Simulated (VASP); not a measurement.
## SnO2: single point with PBEsol

SnO2:

```xyz
12
Lattice="3.2107 1.8537 4.4148 -3.2107 1.8537 4.4148 0.0000 -3.7074 4.4148" Properties=species:S:1:pos:R:3 pbc="T T T"
Sn    0.0000    0.0000   11.4521
Sn    0.0000   -1.8537    7.0392
Sn   -1.6054    0.9269    7.0392
Sn    1.6054    0.9269    7.0392
O    -1.6049   -0.9266    6.0491
O     1.6049   -0.9266    6.0491
O     0.0000    1.8532    6.0491
O     0.0000    0.0000    8.0289
O     0.0000    0.0000    1.6353
O     0.0000   -1.8543    3.6131
O    -1.6058    0.9271    3.6131
O     1.6058    0.9271    3.6131
```

| Item | Value |
| --- | --- |
| Program | VASP 6.6.1 |
| Task | single point |
| Functional | PBEsol |
| Potentials or basis | VASP PAW PBE potentials, release 64 (Sn_d, O) |
| Cutoff | 520 eV |
| k mesh | 6 × 6 × 6 |
| Occupations | gaussian, width 0.02 eV |
| Spin | no spin polarisation |
| Dipole correction | no |
| Further INCAR settings | ALGO = Normal; EDIFF = 1e-06; NBANDS = 64 |

```yaml
Pressure: 0.8 GPa
Largest_force: 0.062 eV/Å
Band_gap_on_the_k_mesh: 1.79 eV
```

Forces in eV/Å, atoms in the order of the input:
```
Sn   0.000  0.000  0.002
Sn   0.000  0.000 -0.001
Sn   0.000  0.000 -0.001
Sn   0.000  0.000 -0.001
O   -0.001  0.000 -0.060
O    0.001  0.000 -0.060
O    0.000  0.001 -0.060
O    0.000  0.000  0.059
O    0.000  0.000 -0.062
O    0.000  0.001  0.061
O    0.001  0.000  0.061
O   -0.001  0.000  0.061
```

Stress tensor (GPa, compression positive):
```
1.00 0.00 0.00
0.00 1.00 0.00
0.00 0.00 0.25
```

Levels at points of the mesh, in eV from the valence-band top:
```
           k point  band 48  band 49  band 50  band 51  band 52  band 53  band 54  band 55  band 56  band 57
(0.00, 0.00, 0.00)    -0.50    -0.03    -0.01    -0.01    -0.01     1.79     5.04     5.04     5.04     5.54
(0.50, 0.00, 0.00)    -0.43    -0.36    -0.36    -0.04    -0.04     4.32     4.32     5.83     5.83     6.73
(0.50, 0.50, 0.00)    -0.76    -0.52    -0.52    -0.09    -0.09     4.69     4.69     5.83     5.83     7.40
(0.50, 0.50, 0.50)    -0.89    -0.89    -0.79    -0.79    -0.79     3.53     5.50     5.50     5.50     5.74
```

Run time: 3.1 min on 1 thread of Intel(R) Xeon(R) 6975P-C (Granite Rapids), on a shared host, peak memory 0.45 GiB.

Caveat: the PAW data sets were made with another functional, which shifts forces and pressure a little; spin-orbit coupling is left out, which moves the levels of the heavy elements.
